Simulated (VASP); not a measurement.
The system is AlP.

```
CELL_PARAMETERS angstrom
0.00000 2.65708 2.65708
2.65708 0.00000 2.65708
2.65708 2.65708 0.00000
ATOMIC_POSITIONS crystal
Al 0.00000 0.00000 0.00000
P 0.25000 0.25000 0.25000
```

This cell differs from its parent crystal: strain -3.0%.

Base run:

- Program: VASP 6.6.1
- Functional: r2SCAN
- Potentials or basis: VASP PAW PBE potentials, release 64 (Al, P)
- Cutoff: 550 eV
- k mesh: 8 × 8 × 8
- Occupations: gaussian, width 0.01 eV
- Spin: no spin polarisation

Its results: band gap on the k mesh 1.75 eV, indirect (least direct gap 4.10 eV); pressure 9.6 GPa.

**Question.** The run is repeated on the same cell with these changes: functional from r2SCAN to PBE; cutoff from 550 eV to 500 eV; k mesh from 8 × 8 × 8 to 4 × 4 × 4. What comes out?

**Answer.** Band gap on the k mesh 1.38 eV, indirect (least direct gap 3.66 eV); pressure 11.5 GPa.

Several settings changed at once, so the effect can't be laid on one alone.

Caveats: some runs use coarse meshes; the PAW data sets were made with another functional, which shifts forces and pressure a little (some runs).

A k mesh can miss the band edges.
